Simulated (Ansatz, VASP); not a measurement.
## SnP2: VASP beside Ansatz

```
Sn P
1.0
    -2.31178    3.69789    3.91898
     2.31178   -3.69789    3.91898
     2.31178    3.69789   -3.91898
Sn P
2 4
Direct
  0.79600 0.54600 0.25000
  0.20400 0.45400 0.75000
  0.21400 0.16200 0.05200
  0.61000 0.16200 0.44800
  0.78600 0.83800 0.94800
  0.39000 0.83800 0.55200
```

Alike in both runs: task relaxation of cell and atoms; functional PBE; k mesh 4 × 4 × 4; occupations gaussian, width 0.1 eV; no spin polarisation.

|  | VASP | Ansatz |
| --- | --- | --- |
| version | VASP 6.6.1 | Ansatz 0.2.0 |
| potentials or method | VASP PAW PBE potentials, release 64 (Sn_d, P), cutoff 600 eV | scalar-relativistic, plane waves, PAW |
| valence electrons in the cell | 48 | 48 |

```csv
,VASP,Ansatz,Ansatz less VASP
"gap on the k mesh at the Fermi level, each at its own relaxed structure (eV)",none,none,-
relaxed volume (Å³/atom),20.09,21.28,+1.187
relaxed cell length with the largest relative difference (Å),5.981,5.704,-0.2774
```

A gap of «none» marks a metal or a gap that the smearing closes. One of these differences is far larger than is usual between the two programs; its cause wasn't traced.

The k mesh is coarse, so the values compare programs but aren't converged.
